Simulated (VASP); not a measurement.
# Si2Mo in VASP: single point with PBEsol

Aim: the single point of Si2Mo with PBEsol.

All numbers are computed with VASP 6.6.1; they aren't measurements. Logs are shortened: lines on timing, memory, paths and dates and some standing lists are left out, and cuts for length are marked.

### 1 The cell of the first run

The cell holds a slab with vacuum, 12 atoms: a = 4.511 Å, b = 4.515 Å, c = 23.767 Å, α = 90.00°, β = 90.00°, γ = 119.98°.

### 2 Single point, PBEsol

Contents of INCAR:

```
SYSTEM = Si2Mo
  PREC = Accurate
  ENCUT = 520
  EDIFF = 1E-6
  ISMEAR = 0
  SIGMA = 0.1
  LREAL = .False.
  LASPH = .True.
  NELM = 80
  ALGO = Normal
  ISIF = 2
  LWAVE = .False.
  LCHARG = .False.
  LDIPOL = .True.
  IDIPOL = 3
  DIPOL = 0.5 0.5 0.500
  GGA = PS
  NBANDS = 56
```

Contents of KPOINTS:

```
Automatic mesh
0
Gamma
  9 9 1
  0 0 0
```

Contents of POSCAR:

```
Si2Mo
1.0
    4.5114405016      0.0000000000      0.0000000000
   -2.2557202508      3.9106920069      0.0000000000
    0.0000000000      0.0000000000     23.7671607523
Si Mo
8 4
Direct
    0.1649403353      0.3298806706      0.3576363239
    0.8350596647      0.6701193294      0.3576363239
    0.6649403353      0.3298806706      0.4525454413
    0.3350596647      0.6701193294      0.4525454413
    0.1647593328      0.3295186656      0.5483633530
    0.8352406672      0.6704813344      0.5483633530
    0.6626284247      0.3252568493      0.6423244357
    0.3373715753      0.6747431507      0.6423244357
    0.5000000000      0.0000000000      0.3576363239
    0.0000000000      0.0000000000      0.4525454413
    0.5000000000      0.0000000000      0.5463921078
    0.0000000000      0.0000000000      0.6382785276
```

Potentials or basis: VASP PAW PBE potentials, release 64 (Si, Mo_sv).

On the command line:

```sh
$ cat potpaw_PBE.64/Si/POTCAR potpaw_PBE.64/Mo_sv/POTCAR > POTCAR
$ mpirun -np 1 vasp_std > vasp.out
```

OUTCAR:

```text
SYSTEM = Si2Mo
   PREC = Accurate
   ENCUT = 520
   EDIFF = 1E-6
   ISMEAR = 0
   LREAL = .False.
   LASPH = .True.
   NELM = 80
   ISIF = 2
   GGA = PS

 ion  position               nearest neighbor table
   1  0.165  0.330  0.358-   2 2.58  10 2.60   9 2.60   9 2.60   4 2.62   2 2.62   2 2.62   9 2.62

   2  0.835  0.670  0.358-   1 2.58  10 2.60   9 2.60   9 2.60   3 2.62   1 2.62   1 2.62   9 2.62

   3  0.665  0.330  0.453-  11 2.58   4 2.58   9 2.60  10 2.60  10 2.60   2 2.62   4 2.62   4 2.62
                            10 2.62   6 2.64
   4  0.335  0.670  0.453-  11 2.58   3 2.58   9 2.60  10 2.60  10 2.60   1 2.62   3 2.62   3 2.62
                            10 2.62   5 2.64
   5  0.165  0.330  0.548-  12 2.50   6 2.58  11 2.60  11 2.60   8 2.61  10 2.62   6 2.62   6 2.62
                            11 2.62   4 2.64
   6  0.835  0.670  0.548-  12 2.50   5 2.58  11 2.60  11 2.60   7 2.61  10 2.62   5 2.62   5 2.62
                            11 2.62   3 2.64
   7  0.663  0.325  0.642-   8 2.54  12 2.59  12 2.59   6 2.61  11 2.61   8 2.64   8 2.64  12 2.64

   8  0.337  0.675  0.642-   7 2.54  12 2.59  12 2.59   5 2.61  11 2.61   7 2.64   7 2.64  12 2.64

   9  0.500  0.000  0.358-   3 2.60   4 2.60   1 2.60   2 2.60   1 2.60   2 2.60   1 2.62   2 2.62
                            10 3.19  10 3.19
  10  0.000  0.000  0.453-   1 2.60   2 2.60   3 2.60   4 2.60   3 2.60   4 2.60   6 2.62   5 2.62
                             3 2.62   4 2.62  11 3.17  11 3.17   9 3.19   9 3.19
  11  0.500  0.000  0.546-   3 2.58   4 2.58   5 2.60   6 2.60   5 2.60   6 2.60   8 2.61   7 2.61
                             5 2.62   6 2.62  12 3.14  12 3.14  10 3.17  10 3.17
  12  0.000  0.000  0.638-   5 2.50   6 2.50   7 2.59   8 2.59   7 2.59   8 2.59   7 2.64   8 2.64
                            11 3.14  11 3.14

  LATTYP: Found a base centered orthorhombic cell.
 ALAT       =     4.5114405016
 B/A-ratio  =     1.7336777491
 C/A-ratio  =     5.2681977616

  Lattice vectors:

 A1 = (   2.2557202508,  -3.9106920069,   0.0000000000)
 A2 = (   2.2557202508,   3.9106920069,   0.0000000000)
 A3 = (   0.0000000000,   0.0000000000,  23.7671607523)

Analysis of symmetry for initial positions (statically):
=====================================================================
 Subroutine PRICEL returns:
 Original cell was already a primitive cell.

 Routine SETGRP: Setting up the symmetry group for a
 base centered orthorhombic supercell.

 Subroutine GETGRP returns: Found  4 space group operations
 (whereof  4 operations were pure point group operations)
 out of a pool of  8 trial point group operations.

The static configuration has the point symmetry C_2v.

Analysis of symmetry for dynamics (positions and initial velocities):
=====================================================================
 Subroutine PRICEL returns:
 Original cell was already a primitive cell.

 Routine SETGRP: Setting up the symmetry group for a
 base centered orthorhombic supercell.

 Subroutine GETGRP returns: Found  4 space group operations
 (whereof  4 operations were pure point group operations)
 out of a pool of  8 trial point group operations.

The dynamic configuration has the point symmetry C_2v.

 Subroutine INISYM returns: Found  4 space group operations
 (whereof  4 operations are pure point group operations),
 and found     1 'primitive' translations

----------------------------------------------------------------------------------------

                                     Primitive cell

  volume of cell :     419.3206

  direct lattice vectors                    reciprocal lattice vectors
     4.511440502  0.000000000  0.000000000     0.221658692  0.127854610  0.000000000
    -2.255720251  3.910692007  0.000000000     0.000000000  0.255709219  0.000000000
     0.000000000  0.000000000 23.767160752     0.000000000  0.000000000  0.042074862

  length of vectors
     4.511440502  4.514619123 23.767160752     0.255889384  0.255709219  0.042074862

  position of ions in fractional coordinates (direct lattice)
     0.164940335  0.329880671  0.357636324
     0.835059665  0.670119329  0.357636324
     0.664940335  0.329880671  0.452545441
     0.335059665  0.670119329  0.452545441
     0.164759333  0.329518666  0.548363353
     0.835240667  0.670481334  0.548363353
     0.662628425  0.325256849  0.642324436
     0.337371575  0.674743151  0.642324436
[... 39 lines left out ...]
     0.000000000  0.000000000  0.000000000

 Subroutine IBZKPT returns following result:
 ===========================================

 Found     25 irreducible k-points:

 Following reciprocal coordinates:
            Coordinates               Weight
  0.000000  0.000000  0.000000      1.000000
  0.111111 -0.000000  0.000000      4.000000
  0.222222 -0.000000  0.000000      4.000000
  0.333333  0.000000  0.000000      4.000000
  0.444444 -0.000000  0.000000      4.000000
  0.000000  0.111111  0.000000      2.000000
[... 16 lines left out ...]
  0.333333  0.333333  0.000000      2.000000
  0.000000  0.444444  0.000000      2.000000
   k-points           NKPTS =     25   k-points in BZ     NKDIM =     25   number of bands    NBANDS=     56
   number of dos      NEDOS =    301   number of ions     NIONS =     12
   total plane-waves  NPLWV = 233280
   dimension x,y,z NGX =    36 NGY =   36 NGZ =  180
   dimension x,y,z NGXF=    72 NGYF=   72 NGZF=  360
   ions per type =               8   4
   NGX,Y,Z   is equivalent  to a cutoff of  13.27, 13.26, 12.59 a.u.
   NGXF,Y,Z  is equivalent  to a cutoff of  26.53, 26.51, 25.18 a.u.
 SYSTEM =  Si2Mo
   PREC   = accura    normal or accurate (medium, high low for compatibility)
   ISTART =      0    job   : 0-new  1-cont  2-samecut
   ICHARG =      2    charge: 1-file 2-atom 10-const
   ISPIN  =      1    spin polarized calculation?
   LNONCOLLINEAR =      F non collinear calculations
   LSORBIT =      F    spin-orbit coupling
   LASPH  =      T    aspherical Exc in radial PAW
   ENCUT  =  520.0 eV  38.22 Ry    6.18 a.u.   8.39  8.39 44.19*2*pi/ulx,y,z
   NELM   =     80;   NELMIN=  2; NELMDL= -5     # of ELM steps
   EDIFF  = 0.1E-05   stopping-criterion for ELM
   LREAL  =      F    real-space projection
   EDIFFG = 0.1E-04   stopping-criterion for IOM
   NSW    =      0    number of steps for IOM
   IBRION =     -1    ionic relax: 0-MD 1-quasi-New 2-CG
   NFREE  =      0    steps in history (QN), initial steepest desc. (CG)
   ISIF   =      2    stress and relaxation
   ISYM   =      2    0-nonsym 1-usesym 2-fastsym
   POTIM  = 0.5000    time-step for ionic-motion
   TEBEG  =    0.0;   TEEND  =   0.0 temperature during run
   PSTRESS=    0.0 pullay stress
   NELECT =      88.0000    total number of electrons
   NUPDOWN=      -1.0000    fix difference up-down
   EMIN   =  10.00;   EMAX   =-10.00  energy-range for DOS
   EFERMI =   0.00;   METHOD = LEGACY
   ISMEAR =     0;   SIGMA  =   0.10  broadening in eV -4-tet -1-fermi 0-gaus
   EFERMI_NEDOS =   21; number of points for ismear=-14 and -15
   IALGO  =     38    algorithm
   IMIX   =      4    mixing-type and parameters
     AMIX     =   0.40;   BMIX     =  1.00
     AMIX_MAG =   1.60;   BMIX_MAG =  1.00
  volume/ion in A,a.u.               =      34.94       235.81
  Fermi-wavevector in a.u.,A,eV,Ry     =   0.972867  1.838453 12.877521  0.946471
  Thomas-Fermi vector in A             =   2.103201
   LORBIT       =      0    0 simple, 1 ext, 2 COOP (PROOUT), +10 PAW based schemes
   GGA     = PS    functional components
   LHFCALC =     F    Hartree Fock is set to
   AEXX    =    0.0000 exact exchange contribution
   IVDW    =     0    specifies the selected vdW correction
   LEPSILON=     F    determine dielectric tensor
   LRPA    =     F    only Hartree local field effects (RPA)
 non-spin polarized calculation
 Gauss-broadening in eV      SIGMA  =   0.10
  energy-cutoff  :      520.00
  volume of cell :      419.32
 maximum number of plane-waves:     11387
 NGX is ok and might be reduce to    36
   NGX = 17   NGY = 17   NGZ = 89

 dipolmoment           0.000000      0.000000     -0.819560 electrons x Angstroem

 number of electron      87.9999997 magnetization

 dipolmoment           0.000000      0.000000      0.008880 electrons x Angstroem

 Free energy of the ion-electron system (eV)
  ---------------------------------------------------
  ext. energy  EPLUGINS =         0.00000000
  ---------------------------------------------------
  free energy    TOTEN  =       -94.93153747 eV

  energy without entropy =      -94.91157886  energy(sigma->0) =      -94.92155817

 E-fermi :   2.0516     XC(G=0):  -5.5836

 val. band max:        2.0222538051   @ k =   0.1111   0.1111   0.0000
 cond. band min:       2.0556993397   @ k =   0.2222  -0.0000   0.0000
 fundamental gap:      0.0334455346
 Fermi energy:         2.0515835893

 k-point     1 :       0.0000    0.0000    0.0000
  band No.  band energies     occupation
      1     -58.4006      2.00000
      2     -58.3646      2.00000
      3     -58.3053      2.00000
      4     -58.1635      2.00000
      5     -32.7075      2.00000
      6     -32.7020      2.00000
[... 1405 lines left out ...]
     55       5.0840      0.00000
     56       5.1991      0.00000

 [... further k-points ...]

------------------------ aborting loop because EDIFF is reached ----------------------------------------

 vacuum level on the upper side and lower side of the slab       (xc-potential included)        -0.059        -0.145

  FORCE on cell =-STRESS in cart. coord.  units (eV):
  Direction    XX          YY          ZZ          XY          YZ          ZX
  --------------------------------------------------------------------------------------
  -------------------------------------------------------------------------------------
  Total       -7.1078026     -4.1322993     -2.0701772      0.0000000      0.0000000      0.0000000
  in kB      -27.1581255    -15.7890574     -7.9099175      0.0000000      0.0000000      0.0000000
  external PRESSURE =     -16.9523668 kB  Pullay stress =       0.0000000 kB

 VOLUME and BASIS-vectors are now :
 -----------------------------------------------------------------------------
  energy-cutoff  :      520.00
  volume of cell :      419.32
      direct lattice vectors                 reciprocal lattice vectors
     4.511440502  0.000000000  0.000000000     0.221658692  0.127854610  0.000000000
    -2.255720251  3.910692007  0.000000000     0.000000000  0.255709219  0.000000000
     0.000000000  0.000000000 23.767160752     0.000000000  0.000000000  0.042074862

 POSITION                                       TOTAL-FORCE (eV/Angst)
 -----------------------------------------------------------------------------------
      0.00000      1.29006      8.50000        -0.000000     -0.095720     -0.103144
      2.25572      2.62063      8.50000         0.000000      0.095720     -0.103144
      2.25572      1.29006     10.75572        -0.000000     -0.106593     -0.453465
     -0.00000      2.62063     10.75572         0.000000      0.106593     -0.453465
      0.00000      1.28865     13.03304        -0.000000      0.007422     -0.006394
      2.25572      2.62205     13.03304         0.000000     -0.007422     -0.006394
      2.25572      1.27198     15.26623        -0.000000      0.005419      0.011445
     -0.00000      2.63871     15.26623         0.000000     -0.005419      0.011445
      2.25572      0.00000      8.50000        -0.000000      0.000000      1.205870
      0.00000      0.00000     10.75572        -0.000000      0.000000     -0.133214
      2.25572      0.00000     12.98619         0.000000      0.000000     -0.007843
      0.00000      0.00000     15.17007        -0.000000      0.000000      0.038301
 -----------------------------------------------------------------------------------
    total drift:                               -0.000000     -0.000000      0.000218

  FREE ENERGIE OF THE ION-ELECTRON SYSTEM (eV)
  ---------------------------------------------------
  free  energy   TOTEN  =       -94.9315374689 eV

  energy  without entropy=      -94.9115788632  energy(sigma->0) =      -94.92155817

 vacuum level on the upper side and lower side of the slab         6.235         6.148
```

It took 29 min on 1 thread of AMD EPYC 7R43 (Zen 3), shared host; peak memory 0.73 GiB.

Results:

| Item | Value |
| --- | --- |
| Free energy | -94.9315 eV |
| Largest force | 1.206 eV/Å |
| Band gap on the k mesh | zero (band 44 reaches 2.48 eV, above the bottom of band 45 at 1.74 eV) |

Forces in eV/Å, atoms in the order of the input:
```
Si   0.000 -0.096 -0.103
Si   0.000  0.096 -0.103
Si   0.000 -0.107 -0.453
Si   0.000  0.107 -0.453
Si   0.000  0.007 -0.006
Si   0.000 -0.007 -0.006
Si   0.000  0.005  0.011
Si   0.000 -0.005  0.011
Mo   0.000  0.000  1.206
Mo   0.000  0.000 -0.133
Mo   0.000  0.000 -0.008
Mo   0.000  0.000  0.038
```

Levels at points of the mesh, in eV from the Fermi level:
```tsv
k point	band 40	band 41	band 42	band 43	band 44	band 45	band 46	band 47	band 48	band 49
(0.00, 0.00, 0.00)	-1.55	-0.96	0.23	0.31	0.43	0.54	0.64	0.71	0.80	3.24
```

Caveat: the PAW data sets were made with another functional, which shifts forces and pressure a little.
